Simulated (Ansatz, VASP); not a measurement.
**GaN: VASP beside Ansatz**

```
Ga N
1.0
     2.36402    0.00000    0.00000
     0.00000    2.36402    0.00000
     0.00000    0.00000    2.36402
Ga N
1 1
Direct
  0.00000 0.00000 0.00000
  0.50000 0.50000 0.50000
```

Change from the starting cell: volume scaled by 0.64, PAW files.

Alike in both runs: task single point; functional PBE; k mesh 14 × 14 × 14; occupations fermi-dirac, width 0.08 eV; no spin polarisation.

|  | VASP | Ansatz |
| --- | --- | --- |
| version | VASP 6.6.1 | Ansatz 0.2.0 |
| potentials or method | VASP PAW PBE potentials, release 64 (Ga_d, N) | PAW with Ansatz's default frozen-core files, scalar-relativistic |
| plane-wave cutoff (eV) | 520 | 420 |
| valence electrons in the cell | 18 | 18 |

Ansatz gave:

- pressure (GPa): 182.9

Question: Estimate VASP's values.

Answer: Pressure (GPa): 185.8.

Both programs put the cell under a high pressure, so it lies far from rest at this level.

Noted on VASP's run: the cell as given lies far from equilibrium.
